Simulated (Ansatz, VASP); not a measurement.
## Fe in VASP and in Ansatz

Contents of INCAR:

```
SYSTEM = Fe
PREC = Accurate
ENCUT = 520
EDIFF = 1E-7
ISMEAR = -1
SIGMA = 0.1
LREAL = .FALSE.
LASPH = .TRUE.
NELM = 80
ALGO = Normal
ISIF = 2
LWAVE = .FALSE.
LCHARG = .FALSE.
GGA = RE
NBANDS = 10
```

Contents of KPOINTS:

```
Automatic mesh
0
G
  17 17 17
  0 0 0
```

The input POSCAR:

```
Fe
1.0
    0.0000000000      1.7109345405      1.7109345405
    1.7109345405      0.0000000000      1.7109345405
    1.7109345405      1.7109345405      0.0000000000
Fe
1
Direct
    0.0000000000      0.0000000000      0.0000000000
```

Input for Ansatz:

```yaml
crystal:
  lattice:
    - [0.0, 1.7109345405, 1.7109345405]
    - [1.7109345405, 0.0, 1.7109345405]
    - [1.7109345405, 1.7109345405, 0.0]
  atoms:
    - { symbol: Fe, position: [0.0, 0.0, 0.0] }
hamiltonian:
  xc: revpbe
  pseudopotentials:
    kind: paw
    azcp:
      Fe: "pseudopotentials/Fe.paw.azcp"
basis:
  ecutwfc: 420
  fft_grid_basis: typed
kpoints:
  mp_grid: { grid: [17, 17, 17], shift: [0, 0, 0] }
magnetization:
  spin_polarized: false
scf:
  occupations: { method: fermi_dirac, width: 0.1 }
  lower_state_search: "off"
output:
  stress: true
```

Alike in both runs: task single point; functional revPBE; k mesh 17 × 17 × 17; occupations fermi-dirac, width 0.1 eV; no spin polarisation.

|  | VASP | Ansatz |
| --- | --- | --- |
| version | VASP 6.6.1 | Ansatz 0.2.0 |
| potentials or method | VASP PAW PBE potentials, release 64 (Fe), cutoff 520 eV | plane waves (420 eV) with PAW, scalar-relativistic |
| valence electrons in the cell | 8 | 16 |

Ansatz gave:

```
pressure (GPa) : 12.2
```

**Question.** Which values does VASP return?

**Answer.** Pressure (GPa): 11.5.

VASP's potentials were made for PBE, not for revPBE. VASP's potentials hold 8 valence electrons a cell and Ansatz's 16, so a difference there can come from the potentials and not from the codes.
